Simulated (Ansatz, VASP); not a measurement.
# One calculation of NbP, two programs

```xyz
2
Lattice="3.1100 0.0000 0.0000 0.0000 3.1100 0.0000 0.0000 0.0000 3.1100" Properties=species:S:1:pos:R:3 pbc="T T T"
Nb    0.0000    0.0000    0.0000
P     1.5550    1.5550    1.5550
```

Alike in both runs: functional PBE; k mesh 13 × 13 × 13; occupations fermi-dirac, width 0.1 eV; no spin polarisation.

Ansatz relaxed the structure, and its values are those at the end. VASP's run is a single point on that final structure, the one shown.

```csv
,VASP,Ansatz
version,VASP 6.6.1,Ansatz 0.2.0
potentials or method,"VASP PAW PBE potentials, release 64 (Nb_sv, P)","PAW with Ansatz's default frozen-core files, scalar-relativistic"
plane-wave cutoff (eV),520,420
valence electrons in the cell,18,18
```

VASP gave:

* pressure (GPa): -0.3

Q: Estimate Ansatz's values.

A: Pressure (GPa): 0.0.

With one functional, cell and mesh, what is left measures potentials, basis and numerics.
